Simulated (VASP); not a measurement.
Input of a VASP 6.6.1 run:

Contents of INCAR:

```
PREC = Accurate ; ENCUT = 520
EDIFF = 1E-6 ; ISMEAR = 0
SIGMA = 0.1 ; LREAL = F
LASPH = T ; NELM = 150
ALGO = Fast ; ISIF = 2
LWAVE = F ; LCHARG = F
ISPIN = 2 ; MAGMOM = 0 3
LORBIT = 11 ; LMAXMIX = 4
GGA = PE ; NBANDS = 20
```

File KPOINTS:

```
regular mesh
0
Gamma
  6 6 4
```

File POSCAR:

```
CaCo
1.0
    3.1257326085      0.0000000000      0.0000000000
    0.0000000000      3.1257326085      0.0000000000
    0.0000000000      0.0000000000      4.0969423833
Ca Co
1 1
Direct
    0.5000000000      0.5000000000      0.5000000000
    0.0000000000      0.0000000000      0.0000000000
```

Potentials or basis: VASP PAW PBE potentials, release 64 (Ca_sv, Co).

Launch:

```bash
$ cat potpaw_PBE.64/Ca_sv/POTCAR potpaw_PBE.64/Co/POTCAR > POTCAR
$ mpirun -np 1 vasp_std > vasp.out
```

(1) Predict the site moments.

(2) Estimate the net moment.

Results:

(1) Ca -0.10; Co +1.00 μB.

(2) 0.69 μB per cell.

Caveat: the k points lie up to 0.38 Å⁻¹ apart.
